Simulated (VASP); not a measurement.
# TiN (r.f) (Fm-3m) in VASP: single point with PBEsol+D4

Aim: the single point of TiN (r.f) with PBEsol+D4.

Everything below comes from runs of VASP 6.6.1. Logs are shortened: lines on timing, memory, paths and dates and some standing lists are left out, and cuts for length are marked.

## 1. The cell of the first run

The structure is cubic, space group Fm-3m (No. 225). The conventional cell has a = 4.210 Å, b = 4.210 Å, c = 4.210 Å, α = 90.00°, β = 90.00°, γ = 90.00°. Ti (site symmetry m-3m) has 6 N at 2.10 Å within 2.8 Å. N (site symmetry m-3m) has 6 Ti at 2.10 Å within 2.8 Å.

## 2. Single point, PBEsol+D4

Contents of INCAR:

```
ALGO = Normal
EDIFF = 1E-6
ENCUT = 600
GGA = PS
GGA_COMPAT = F
ISIF = 2
ISMEAR = 0
IVDW = 13
LASPH = T
LCHARG = T
LELF = T
LREAL = F
LVHAR = T
LWAVE = F
NBANDS = 16
NELM = 120
PREC = Accurate
SIGMA = 0.1
```

Contents of KPOINTS:

```
k-points
0
Gamma
  8 8 8
```

Contents of POSCAR:

```
TiN
1.0
    0.0000000000      2.1050000000      2.1050000000
    2.1050000000      0.0000000000      2.1050000000
    2.1050000000      2.1050000000      0.0000000000
Ti N
1 1
Direct
    0.0000000000      0.0000000000      0.0000000000
    0.5000000000      0.5000000000      0.5000000000
```

Potentials or basis: VASP PAW PBE potentials, release 64 (Ti_sv, N).

Command:

```sh
$ cat potpaw_PBE.64/Ti_sv/POTCAR potpaw_PBE.64/N/POTCAR > POTCAR
$ mpirun -np 1 vasp_std > vasp.out
```

OUTCAR:

```text
EDIFF = 1E-6
   ENCUT = 600
   GGA = PS
   ISIF = 2
   ISMEAR = 0
   IVDW = 13
   LASPH = T
   LREAL = F
   NELM = 120
   PREC = Accurate

 ion  position               nearest neighbor table
   1  0.000  0.000  0.000-   2 2.10   2 2.10   2 2.10   2 2.10   2 2.10   2 2.10
   2  0.500  0.500  0.500-   1 2.10   1 2.10   1 2.10   1 2.10   1 2.10   1 2.10

  LATTYP: Found a face centered cubic cell.
 ALAT       =     4.2100000000

  Lattice vectors:

 A1 = (   0.0000000000,   2.1050000000,   2.1050000000)
 A2 = (   2.1050000000,   0.0000000000,   2.1050000000)
 A3 = (   2.1050000000,   2.1050000000,   0.0000000000)

Analysis of symmetry for initial positions (statically):
=====================================================================
 Subroutine PRICEL returns:
 Original cell was already a primitive cell.

 Routine SETGRP: Setting up the symmetry group for a
 face centered cubic supercell.

 Subroutine GETGRP returns: Found 48 space group operations
 (whereof 48 operations were pure point group operations)
 out of a pool of 48 trial point group operations.

The static configuration has the point symmetry O_h .

Analysis of symmetry for dynamics (positions and initial velocities):
=====================================================================
 Subroutine PRICEL returns:
 Original cell was already a primitive cell.

 Routine SETGRP: Setting up the symmetry group for a
 face centered cubic supercell.

 Subroutine GETGRP returns: Found 48 space group operations
 (whereof 48 operations were pure point group operations)
 out of a pool of 48 trial point group operations.

The dynamic configuration has the point symmetry O_h .

 Subroutine INISYM returns: Found 48 space group operations
 (whereof 48 operations are pure point group operations),
 and found     1 'primitive' translations

----------------------------------------------------------------------------------------

                                     Primitive cell

  volume of cell :      18.6546

  direct lattice vectors                    reciprocal lattice vectors
     0.000000000  2.105000000  2.105000000    -0.237529691  0.237529691  0.237529691
     2.105000000  0.000000000  2.105000000     0.237529691 -0.237529691  0.237529691
     2.105000000  2.105000000  0.000000000     0.237529691  0.237529691 -0.237529691

  length of vectors
     2.976919549  2.976919549  2.976919549     0.411413493  0.411413493  0.411413493

  position of ions in fractional coordinates (direct lattice)
     0.000000000  0.000000000  0.000000000
     0.500000000  0.500000000  0.500000000

  ion indices of the primitive-cell ions
   primitive index   ion index
                 1           1
                 2           2

----------------------------------------------------------------------------------------

 KPOINTS: k-points

Automatic generation of k-mesh.
 Grid dimensions read from file:
 generate k-points for:    8    8    8

 Generating k-lattice:

  Cartesian coordinates                     Fractional coordinates (reciprocal lattice)
    -0.029691211  0.029691211  0.029691211     0.125000000  0.000000000  0.000000000
     0.029691211 -0.029691211  0.029691211     0.000000000  0.125000000  0.000000000
     0.029691211  0.029691211 -0.029691211     0.000000000  0.000000000  0.125000000

  Length of vectors
     0.051426687  0.051426687  0.051426687

  Shift w.r.t. Gamma in fractional coordinates (k-lattice)
     0.000000000  0.000000000  0.000000000

 Subroutine IBZKPT returns following result:
 ===========================================

 Found     29 irreducible k-points:

 Following reciprocal coordinates:
            Coordinates               Weight
  0.000000  0.000000  0.000000      1.000000
  0.125000  0.000000  0.000000      8.000000
  0.250000  0.000000  0.000000      8.000000
  0.375000  0.000000  0.000000      8.000000
  0.500000  0.000000  0.000000      4.000000
  0.125000  0.125000  0.000000      6.000000
[... 16 lines left out ...]
  0.500000  0.250000  0.125000     48.000000
 -0.375000  0.250000  0.125000     24.000000
 [... further k-points ...]
   k-points           NKPTS =     29   k-points in BZ     NKDIM =     29   number of bands    NBANDS=     16
   number of dos      NEDOS =    301   number of ions     NIONS =      2
   total plane-waves  NPLWV =  13824
   dimension x,y,z NGX =    24 NGY =   24 NGZ =   24
   dimension x,y,z NGXF=    48 NGYF=   48 NGZF=   48
   ions per type =               1   1
   NGX,Y,Z   is equivalent  to a cutoff of  13.40, 13.40, 13.40 a.u.
   NGXF,Y,Z  is equivalent  to a cutoff of  26.81, 26.81, 26.81 a.u.
 SYSTEM =  unknown system
   PREC   = accura    normal or accurate (medium, high low for compatibility)
   ISTART =      0    job   : 0-new  1-cont  2-samecut
   ICHARG =      2    charge: 1-file 2-atom 10-const
   ISPIN  =      1    spin polarized calculation?
   LNONCOLLINEAR =      F non collinear calculations
   LSORBIT =      F    spin-orbit coupling
   LASPH  =      T    aspherical Exc in radial PAW
   ENCUT  =  600.0 eV  44.10 Ry    6.64 a.u.   5.95  5.95  5.95*2*pi/ulx,y,z
   NELM   =    120;   NELMIN=  2; NELMDL= -5     # of ELM steps
   EDIFF  = 0.1E-05   stopping-criterion for ELM
   LREAL  =      F    real-space projection
   EDIFFG = 0.1E-04   stopping-criterion for IOM
   NSW    =      0    number of steps for IOM
   IBRION =     -1    ionic relax: 0-MD 1-quasi-New 2-CG
   NFREE  =      0    steps in history (QN), initial steepest desc. (CG)
   ISIF   =      2    stress and relaxation
   ISYM   =      2    0-nonsym 1-usesym 2-fastsym
   POTIM  = 0.5000    time-step for ionic-motion
   TEBEG  =    0.0;   TEEND  =   0.0 temperature during run
   PSTRESS=    0.0 pullay stress
   NELECT =      17.0000    total number of electrons
   NUPDOWN=      -1.0000    fix difference up-down
   EMIN   =  10.00;   EMAX   =-10.00  energy-range for DOS
   EFERMI =   0.00;   METHOD = LEGACY
   ISMEAR =     0;   SIGMA  =   0.10  broadening in eV -4-tet -1-fermi 0-gaus
   EFERMI_NEDOS =   21; number of points for ismear=-14 and -15
   IALGO  =     38    algorithm
   IMIX   =      4    mixing-type and parameters
     AMIX     =   0.40;   BMIX     =  1.00
     AMIX_MAG =   1.60;   BMIX_MAG =  1.00
  volume/ion in A,a.u.               =       9.33        62.94
  Fermi-wavevector in a.u.,A,eV,Ry     =   1.587190  2.999355 34.275436  2.519173
  Thomas-Fermi vector in A             =   2.686386
   LORBIT       =      0    0 simple, 1 ext, 2 COOP (PROOUT), +10 PAW based schemes
   GGA     = PS    functional components
   LHFCALC =     F    Hartree Fock is set to
   AEXX    =    0.0000 exact exchange contribution
   IVDW    =    13    specifies the selected vdW correction
   LEPSILON=     F    determine dielectric tensor
   LRPA    =     F    only Hartree local field effects (RPA)
 non-spin polarized calculation
 Gauss-broadening in eV      SIGMA  =   0.10
  energy-cutoff  :      600.00
  volume of cell :       18.65
 maximum number of plane-waves:       636
   NGX = 11   NGY = 11   NGZ = 11

 number of electron      16.9999999 magnetization

 Free energy of the ion-electron system (eV)
  ---------------------------------------------------
  ext. energy  EPLUGINS =         0.00000000
  ---------------------------------------------------
  free energy    TOTEN  =       -20.77248999 eV

  energy without entropy =      -20.76399281  energy(sigma->0) =      -20.76824140

 E-fermi :  11.6340     XC(G=0): -13.3472

 val. band max:       11.6296753195   @ k =   0.3750   0.1250   0.0000
 cond. band min:      11.6571596424   @ k =  -0.3750   0.3750   0.1250
 fundamental gap:      0.0274843230
 Fermi energy:        11.6339670140

 k-point     1 :       0.0000    0.0000    0.0000
  band No.  band energies     occupation
      1     -45.9461      2.00000
      2     -22.0097      2.00000
      3     -22.0097      2.00000
      4     -22.0097      2.00000
      5      -5.5662      2.00000
      6       9.5633      2.00000
[... 8 lines left out ...]
     15      24.7414      0.00000
     16      31.6508      0.00000

 k-point     2 :       0.1250    0.0000    0.0000
  band No.  band energies     occupation
      1     -45.9301      2.00000
      2     -22.1198      2.00000
      3     -22.0187      2.00000
      4     -22.0187      2.00000
      5      -5.2525      2.00000
      6       8.1508      2.00000
[... 8 lines left out ...]
     15      24.9342      0.00000
     16      31.1594      0.00000

 k-point     3 :       0.2500    0.0000    0.0000
  band No.  band energies     occupation
      1     -45.8913      2.00000
      2     -22.3778      2.00000
      3     -22.0404      2.00000
      4     -22.0404      2.00000
      5      -4.4322      2.00000
      6       5.9733      2.00000
[... 8 lines left out ...]
     15      24.6594      0.00000
     16      29.3587      0.00000

 k-point     4 :       0.3750    0.0000    0.0000
  band No.  band energies     occupation
      1     -45.8521      2.00000
      2     -22.6257      2.00000
      3     -22.0618      2.00000
      4     -22.0618      2.00000
      5      -3.4571      2.00000
      6       4.1362      2.00000
[... 8 lines left out ...]
     15      25.0211      0.00000
     16      27.2133      0.00000
[... 324 lines left out ...]
 k-point    22 :       0.3750    0.2500    0.1250
  band No.  band energies     occupation
      1     -45.8625      2.00000
      2     -22.4241      2.00000
      3     -22.1672      2.00000
      4     -22.0765      2.00000
      5      -4.0795      2.00000
      6       5.1614      2.00000
[... 8 lines left out ...]
     15      24.7349      0.00000
     16      26.9568      0.00000

 k-point    23 :       0.5000    0.2500    0.1250
  band No.  band energies     occupation
      1     -45.8311      2.00000
      2     -22.5529      2.00000
      3     -22.2314      2.00000
      4     -22.1100      2.00000
      5      -3.5401      2.00000
      6       4.5828      2.00000
[... 8 lines left out ...]
     15      24.3748      0.00000
     16      25.8295      0.00000

 k-point    24 :      -0.3750    0.2500    0.1250
  band No.  band energies     occupation
      1     -45.8180      2.00000
      2     -22.6086      2.00000
      3     -22.2479      2.00000
      4     -22.1307      2.00000
      5      -3.3049      2.00000
      6       4.3449      2.00000
[... 8 lines left out ...]
     15      24.6048      0.00000
     16      25.5648      0.00000

 [... further k-points ...]

------------------------ aborting loop because EDIFF is reached ----------------------------------------

  DFT-D4 for vdW energy calculation

  Edisp (eV):   -0.37307

  FORCE on cell =-STRESS in cart. coord.  units (eV):
  Direction    XX          YY          ZZ          XY          YZ          ZX
  --------------------------------------------------------------------------------------
  -------------------------------------------------------------------------------------
  Total      -0.55591    -0.55591    -0.55591     0.00000     0.00000     0.00000
  in kB     -47.74513   -47.74513   -47.74513     0.00000     0.00000     0.00000
  external pressure =      -47.75 kB  Pullay stress =        0.00 kB

 VOLUME and BASIS-vectors are now :
 -----------------------------------------------------------------------------
  energy-cutoff  :      600.00
  volume of cell :       18.65
      direct lattice vectors                 reciprocal lattice vectors
     0.000000000  2.105000000  2.105000000    -0.237529691  0.237529691  0.237529691
     2.105000000  0.000000000  2.105000000     0.237529691 -0.237529691  0.237529691
     2.105000000  2.105000000  0.000000000     0.237529691  0.237529691 -0.237529691

 POSITION                                       TOTAL-FORCE (eV/Angst)
 -----------------------------------------------------------------------------------
      0.00000      0.00000      0.00000         0.000000      0.000000      0.000000
      2.10500      2.10500      2.10500        -0.000000     -0.000000     -0.000000
 -----------------------------------------------------------------------------------
    total drift:                                0.000000     -0.000000     -0.000000

  FREE ENERGIE OF THE ION-ELECTRON SYSTEM (eV)
  ---------------------------------------------------
  free  energy   TOTEN  =       -21.1455578292 eV

  energy  without entropy=      -21.1370606435  energy(sigma->0) =      -21.14130924
```

Wall time 12 s (1 thread of AMD EPYC 7R43 (Zen 3), shared host); peak memory 0.11 GiB.

What came out:

```
Free energy                : -21.1456 eV
Pressure                   : -4.8 GPa
Dispersion energy per atom : -0.187 eV
```

Caveat: the PAW data sets were made with another functional, which shifts forces and pressure a little; pairwise dispersion overbinds metals, which lowers pressure and volume.
